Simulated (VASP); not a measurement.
# SnO in VASP: further runs

SnO is run at these levels: PBE+D3(BJ); tasks: single point.

All numbers are computed with VASP 6.6.1; they aren't measurements. Logs are shortened: lines on timing, memory, paths and dates and some standing lists are left out, and cuts for length are marked.

## (1) The cell of the first run

The cell holds a slab with vacuum, 4 atoms: a = 3.836 Å, b = 3.836 Å, c = 30.633 Å, α = 90.00°, β = 90.00°, γ = 90.00°.

## (2) Single point, PBE+D3(BJ) (atoms taken out)

Input file INCAR:

```
PREC = Accurate
ENCUT = 910
EDIFF = 1E-6
ISMEAR = 0
SIGMA = 0.02
LREAL = False
LASPH = True
NELM = 120
ALGO = Normal
ISIF = 2
LWAVE = False
LCHARG = True
LDIPOL = True
IDIPOL = 3
DIPOL = 0.5 0.5 0.500
GGA = PE
IVDW = 12
LELF = True
LVHAR = True
LVACPOTAV = True
NBANDS = 28
GGA_COMPAT = False
NELMDL = -8
```

Input file KPOINTS:

```
Automatic mesh
0
Gamma
  6 6 1
```

Input file POSCAR:

```
SnO
1.0
    3.8361853562      0.0000000000      0.0000000000
    0.0000000000      3.8361853562      0.0000000000
    0.0000000000      0.0000000000     30.6327603309
Sn O
2 2
Direct
    0.7500000000      0.2500000000      0.4621911290
    0.2500000000      0.7500000000      0.5378088710
    0.2500000000      0.2500000000      0.5000000000
    0.7500000000      0.7500000000      0.5000000000
```

Potentials or basis: VASP PAW PBE potentials, release 64 (Sn_d, O_h).

Started as:

```sh
cat potpaw_PBE.64/Sn_d/POTCAR potpaw_PBE.64/O_h/POTCAR > POTCAR
mpirun -np 1 vasp_std > vasp.out
```

OUTCAR:

```text
PREC = Accurate
   ENCUT = 910
   EDIFF = 1E-6
   ISMEAR = 0
   LREAL = False
   LASPH = True
   NELM = 120
   ISIF = 2
   GGA = PE
   IVDW = 12
   NELMDL = -8
 IVDW          = 12

 ion  position               nearest neighbor table
   1  0.750  0.250  0.462-   3 2.24   4 2.24   4 2.24   3 2.24   2 3.57   2 3.57   2 3.57   2 3.57

   2  0.250  0.750  0.538-   3 2.24   4 2.24   3 2.24   4 2.24   1 3.57   1 3.57   1 3.57   1 3.57

   3  0.250  0.250  0.500-   1 2.24   2 2.24   2 2.24   1 2.24
   4  0.750  0.750  0.500-   1 2.24   2 2.24   1 2.24   2 2.24

  LATTYP: Found a simple tetragonal cell.
 ALAT       =     3.8361853562
 C/A-ratio  =     7.9852138222

  Lattice vectors:

 A1 = (   3.8361853562,   0.0000000000,   0.0000000000)
 A2 = (   0.0000000000,   3.8361853562,   0.0000000000)
 A3 = (   0.0000000000,   0.0000000000,  30.6327603309)

Analysis of symmetry for initial positions (statically):
=====================================================================
 Subroutine PRICEL returns:
 Original cell was already a primitive cell.

 Routine SETGRP: Setting up the symmetry group for a
 simple tetragonal supercell.

 Subroutine GETGRP returns: Found 16 space group operations
 (whereof  4 operations were pure point group operations)
 out of a pool of 16 trial point group operations.

The static configuration has the point symmetry C_2h.
 The point group associated with its full space group is D_4h.

Analysis of symmetry for dynamics (positions and initial velocities):
=====================================================================
 Subroutine PRICEL returns:
 Original cell was already a primitive cell.

 Routine SETGRP: Setting up the symmetry group for a
 simple tetragonal supercell.

 Subroutine GETGRP returns: Found 16 space group operations
 (whereof  4 operations were pure point group operations)
 out of a pool of 16 trial point group operations.

The dynamic configuration has the point symmetry C_2h.
 The point group associated with its full space group is D_4h.

 Subroutine INISYM returns: Found 16 space group operations
 (whereof  4 operations are pure point group operations),
 and found     1 'primitive' translations

----------------------------------------------------------------------------------------

                                     Primitive cell

  volume of cell :     450.8014

  direct lattice vectors                    reciprocal lattice vectors
     3.836185356  0.000000000  0.000000000     0.260675621  0.000000000  0.000000000
     0.000000000  3.836185356  0.000000000     0.000000000  0.260675621  0.000000000
     0.000000000  0.000000000 30.632760331     0.000000000  0.000000000  0.032644789
[... 80 lines left out ...]
   ISYM   =      2    0-nonsym 1-usesym 2-fastsym
   POTIM  = 0.5000    time-step for ionic-motion
   TEBEG  =    0.0;   TEEND  =   0.0 temperature during run
   PSTRESS=    0.0 pullay stress
   NELECT =      40.0000    total number of electrons
   NUPDOWN=      -1.0000    fix difference up-down
   EMIN   =  10.00;   EMAX   =-10.00  energy-range for DOS
   EFERMI =   0.00;   METHOD = LEGACY
   ISMEAR =     0;   SIGMA  =   0.02  broadening in eV -4-tet -1-fermi 0-gaus
   EFERMI_NEDOS =   21; number of points for ismear=-14 and -15
   IALGO  =     38    algorithm
   IMIX   =      4    mixing-type and parameters
     AMIX     =   0.40;   BMIX     =  1.00
     AMIX_MAG =   1.60;   BMIX_MAG =  1.00
  volume/ion in A,a.u.               =     112.70       760.54
  Fermi-wavevector in a.u.,A,eV,Ry     =   0.730185  1.379850  7.254225  0.533171
  Thomas-Fermi vector in A             =   1.822093
   LORBIT       =      0    0 simple, 1 ext, 2 COOP (PROOUT), +10 PAW based schemes
   GGA     = PE    functional components
   LHFCALC =     F    Hartree Fock is set to
   AEXX    =    0.0000 exact exchange contribution
   IVDW    =    12    specifies the selected vdW correction
   LEPSILON=     F    determine dielectric tensor
   LRPA    =     F    only Hartree local field effects (RPA)
 non-spin polarized calculation
 Gauss-broadening in eV      SIGMA  =   0.02
  energy-cutoff  :      910.00
  volume of cell :      450.80
 maximum number of plane-waves:     28199
 NGX is ok and might be reduce to    40
   NGX = 19   NGY = 19   NGZ =151

 number of electron      39.9999992 magnetization

 dipolmoment           0.000000      0.000000     -0.000000 electrons x Angstroem

 Free energy of the ion-electron system (eV)
  ---------------------------------------------------
  ext. energy  EPLUGINS =         0.00000000
  ---------------------------------------------------
  free energy    TOTEN  =       -22.58457907 eV

  energy without entropy =      -22.58457907  energy(sigma->0) =      -22.58457907

 E-fermi :  -3.4576     XC(G=0):  -2.0875

 val. band max:       -3.5577630703   @ k =   0.1667   0.1667   0.0000
 cond. band min:      -0.5865083398   @ k =   0.0000   0.0000   0.0000
 fundamental gap:      2.9712547306
 Fermi energy:        -3.4575626917

 k-point     1 :       0.0000    0.0000    0.0000
  band No.  band energies     occupation
      1     -24.2208      2.00000
      2     -23.8301      2.00000
      3     -23.8036      2.00000
      4     -23.8036      2.00000
      5     -23.7809      2.00000
      6     -23.7578      2.00000
[... 299 lines left out ...]
     27       3.8875      0.00000
     28       3.8875      0.00000

------------------------ aborting loop because EDIFF is reached ----------------------------------------

 Edisp (eV)   -0.54559

 E8    (eV) :    -0.2468

  FORCE on cell =-STRESS in cart. coord.  units (eV):
  Direction    XX          YY          ZZ          XY          YZ          ZX
  --------------------------------------------------------------------------------------
  -------------------------------------------------------------------------------------
  Total       0.18805     0.18805     0.85612     0.00000     0.00000    -0.00000
  in kB       0.66834     0.66834     3.04270     0.00000     0.00000    -0.00000
  external pressure =        1.46 kB  Pullay stress =        0.00 kB

 VOLUME and BASIS-vectors are now :
 -----------------------------------------------------------------------------
  energy-cutoff  :      910.00
  volume of cell :      450.80
      direct lattice vectors                 reciprocal lattice vectors
     3.836185356  0.000000000  0.000000000     0.260675621  0.000000000  0.000000000
     0.000000000  3.836185356  0.000000000     0.000000000  0.260675621  0.000000000
     0.000000000  0.000000000 30.632760331     0.000000000  0.000000000  0.032644789

 POSITION                                       TOTAL-FORCE (eV/Angst)
 -----------------------------------------------------------------------------------
      2.87714      0.95905     14.15819         0.000000     -0.000000     -0.417073
      0.95905      2.87714     16.47457         0.000000      0.000000      0.417073
      0.95905      0.95905     15.31638         0.000000      0.000000      0.000000
      2.87714      2.87714     15.31638        -0.000000     -0.000000     -0.000000
 -----------------------------------------------------------------------------------
    total drift:                                0.000000     -0.000000      0.000000

  FREE ENERGIE OF THE ION-ELECTRON SYSTEM (eV)
  ---------------------------------------------------
  free  energy   TOTEN  =       -23.1301645623 eV

  energy  without entropy=      -23.1301645623  energy(sigma->0) =      -23.13016456

 vacuum level on the upper side and lower side of the slab         1.815         1.815
```

It took 5 min on 1 thread of Intel Xeon 6975P-C (Granite Rapids), shared host; peak memory 1.1 GiB.

Results:

- Free energy: -23.1302 eV
- Largest force: 0.417 eV/Å
- Band gap on the k mesh: 2.97 eV (least direct gap 3.01 eV)
- Dispersion energy per atom: -0.136 eV

Forces in eV/Å, atoms in the order of the input:
```
Sn   0.000  0.000 -0.417
Sn   0.000  0.000  0.417
O    0.000  0.000  0.000
O    0.000  0.000  0.000
```

Caveat: the cell differs from its parent crystal (atoms taken out); the cutoff is under 1.25 times the usual one of these potentials, so pressure, stress and relaxed cells hold a basis-set (Pulay) error; spin-orbit coupling is left out, which moves the levels of the heavy elements.

## (3) Single point, PBE+D3(BJ) (atoms taken out)

Input file INCAR:

```
SYSTEM = SnO
PREC = Accurate ; ENCUT = 910
EDIFF = 1E-6 ; ISMEAR = 0
SIGMA = 0.02 ; LREAL = .FALSE.
LASPH = .TRUE. ; NELM = 120
ALGO = Normal ; ISIF = 2
LWAVE = .FALSE. ; LCHARG = .TRUE.
LDIPOL = .TRUE. ; IDIPOL = 3
DIPOL = 0.5 0.5 0.500 ; GGA = PE
IVDW = 12 ; LELF = .TRUE.
LVHAR = .TRUE. ; LVACPOTAV = .TRUE.
NBANDS = 28 ; GGA_COMPAT = .FALSE.
NELMDL = -8
```

Input file KPOINTS:

```
regular mesh
0
G
  6 6 1
  0 0 0
```

Input file POSCAR:

```
SnO
1.0
    3.8201629585      0.0000000000      0.0000000000
    0.0000000000      3.8201629585      0.0000000000
    0.0000000000      0.0000000000     30.6327603309
Sn O
2 2
Direct
    0.7500000000      0.2500000000      0.4614295035
    0.2500000000      0.7500000000      0.5385704965
    0.2500000000      0.2500000000      0.5000000000
    0.7500000000      0.7500000000      0.5000000000
```

Potentials or basis: VASP PAW PBE potentials, release 64 (Sn_d, O_h).

Started as:

```sh
cat potpaw_PBE.64/Sn_d/POTCAR potpaw_PBE.64/O_h/POTCAR > POTCAR
mpirun -np 1 vasp_std > vasp.out
```

OUTCAR:

```text
SYSTEM = SnO
   PREC = Accurate
   ENCUT = 910
   EDIFF = 1E-6
   ISMEAR = 0
   LREAL = .FALSE.
   LASPH = .TRUE.
   NELM = 120
   ISIF = 2
   GGA = PE
   IVDW = 12
   NELMDL = -8
 IVDW          = 12

 ion  position               nearest neighbor table
   1  0.750  0.250  0.461-   3 2.25   4 2.25   4 2.25   3 2.25   2 3.59   2 3.59   2 3.59   2 3.59

   2  0.250  0.750  0.539-   3 2.25   4 2.25   3 2.25   4 2.25   1 3.59   1 3.59   1 3.59   1 3.59

   3  0.250  0.250  0.500-   1 2.25   2 2.25   2 2.25   1 2.25
   4  0.750  0.750  0.500-   1 2.25   2 2.25   1 2.25   2 2.25

  LATTYP: Found a simple tetragonal cell.
 ALAT       =     3.8201629585
 C/A-ratio  =     8.0187051347

  Lattice vectors:

 A1 = (   3.8201629585,   0.0000000000,   0.0000000000)
 A2 = (   0.0000000000,   3.8201629585,   0.0000000000)
 A3 = (   0.0000000000,   0.0000000000,  30.6327603309)

Analysis of symmetry for initial positions (statically):
=====================================================================
 Subroutine PRICEL returns:
 Original cell was already a primitive cell.

 Routine SETGRP: Setting up the symmetry group for a
[... 163 lines left out ...]

 val. band max:       -3.5749308755   @ k =   0.1667   0.1667   0.0000
 cond. band min:      -0.4815222886   @ k =   0.0000   0.0000   0.0000
 fundamental gap:      3.0934085869
 Fermi energy:        -3.4275024607

 k-point     1 :       0.0000    0.0000    0.0000
  band No.  band energies     occupation
      1     -24.1584      2.00000
      2     -23.7978      2.00000
      3     -23.7597      2.00000
      4     -23.7597      2.00000
      5     -23.7444      2.00000
      6     -23.7144      2.00000
[... 299 lines left out ...]
     27       3.9416      0.00000
     28       3.9416      0.00000

------------------------ aborting loop because EDIFF is reached ----------------------------------------

 Edisp (eV)   -0.54856

 E8    (eV) :    -0.2481

  FORCE on cell =-STRESS in cart. coord.  units (eV):
  Direction    XX          YY          ZZ          XY          YZ          ZX
  --------------------------------------------------------------------------------------
  -------------------------------------------------------------------------------------
  Total       0.04483     0.04483     0.10483     0.00000    -0.00000     0.00000
  in kB       0.16066     0.16066     0.37570     0.00000    -0.00000     0.00000
  external pressure =        0.23 kB  Pullay stress =        0.00 kB

 VOLUME and BASIS-vectors are now :
 -----------------------------------------------------------------------------
  energy-cutoff  :      910.00
  volume of cell :      447.04
      direct lattice vectors                 reciprocal lattice vectors
     3.820162959  0.000000000  0.000000000     0.261768938  0.000000000  0.000000000
     0.000000000  3.820162959  0.000000000     0.000000000  0.261768938  0.000000000
     0.000000000  0.000000000 30.632760331     0.000000000  0.000000000  0.032644789

 POSITION                                       TOTAL-FORCE (eV/Angst)
 -----------------------------------------------------------------------------------
      2.86512      0.95504     14.13486         0.000000     -0.000000     -0.089358
      0.95504      2.86512     16.49790        -0.000000      0.000000      0.089358
      0.95504      0.95504     15.31638         0.000000      0.000000      0.000000
      2.86512      2.86512     15.31638         0.000000     -0.000000      0.000000
 -----------------------------------------------------------------------------------
    total drift:                               -0.000000     -0.000000      0.000000

  FREE ENERGIE OF THE ION-ELECTRON SYSTEM (eV)
  ---------------------------------------------------
  free  energy   TOTEN  =       -23.1401885983 eV

  energy  without entropy=      -23.1401885983  energy(sigma->0) =      -23.14018860

 vacuum level on the upper side and lower side of the slab         1.824         1.824
```

OSZICAR:

```text
N       E                     dE             d eps       ncg     rms          rms(c)
DAV:   1     0.405165114359E+03    0.40517E+03   -0.21952E+04   632   0.173E+03
DAV:   2     0.805961663081E+02   -0.32457E+03   -0.31580E+03   672   0.318E+02
DAV:   3    -0.184723788044E+02   -0.99069E+02   -0.96726E+02   980   0.150E+02
[... 17 lines left out ...]
DAV:  21    -0.225915957926E+02   -0.24339E-04   -0.76255E-07   532   0.504E-03    0.830E-04
DAV:  22    -0.225916144281E+02   -0.18636E-04   -0.29972E-07   500   0.249E-03    0.492E-04
DAV:  23    -0.225916211138E+02   -0.66856E-05   -0.22709E-07   500   0.248E-03    0.583E-04
DAV:  24    -0.225916237425E+02   -0.26287E-05   -0.94729E-08   508   0.288E-03    0.217E-04
DAV:  25    -0.225916245057E+02   -0.76315E-06   -0.98591E-09   524   0.976E-04
   1 F= -.23140189E+02 E0= -.23140189E+02  d E =-.315928E-26
```

stdout:

```text
POSCAR found type information on POSCAR SnO
 POSCAR found :  2 types and       4 ions
 scaLAPACK will be used
 LDA part: xc-table for (Slater+PW92), standard interpolation
 POSCAR, INCAR and KPOINTS ok, starting setup
 FFT: planning ... GRIDC
 FFT: planning ... GRID_SOFT
 FFT: planning ... GRID
 WAVECAR not read
 entering main loop
 -----------------------------------------------------------------------------
|                                                                             |
|           W    W    AA    RRRRR   N    N  II  N    N   GGGG   !!!           |
|           W    W   A  A   R    R  NN   N  II  NN   N  G    G  !!!           |
|           W    W  A    A  R    R  N N  N  II  N N  N  G       !!!           |
|           W WW W  AAAAAA  RRRRR   N  N N  II  N  N N  G  GGG   !            |
|           WW  WW  A    A  R   R   N   NN  II  N   NN  G    G                |
|           W    W  A    A  R    R  N    N  II  N    N   GGGG   !!!           |
|                                                                             |
|     Did not find any points to average over, which means that no vacuum     |
|     field-free region was found. Please increase the size of  your cell     |
|     in the dimension of the dipole correction to obtain accurate            |
|     workfunction values.                                                    |
|                                                                             |
 -----------------------------------------------------------------------------
```

Wall time 12 min (1 thread of Intel Xeon Platinum 8375C at 2.90GHz (Ice Lake), shared host); peak memory 1.1 GiB.

Results:

```
Free energy                : -23.1402 eV
Largest force              : 0.089 eV/Å
Band gap on the k mesh     : 3.09 eV (least direct gap 3.14 eV)
Dispersion energy per atom : -0.137 eV
```

Forces on the atoms (eV/Å):
```
Sn   0.000  0.000 -0.089
Sn   0.000  0.000  0.089
O    0.000  0.000  0.000
O    0.000  0.000  0.000
```

Caveat: the cell differs from its parent crystal (atoms taken out); the cutoff is under 1.25 times the usual one of these potentials, so pressure, stress and relaxed cells hold a basis-set (Pulay) error; spin-orbit coupling is left out, which moves the levels of the heavy elements.
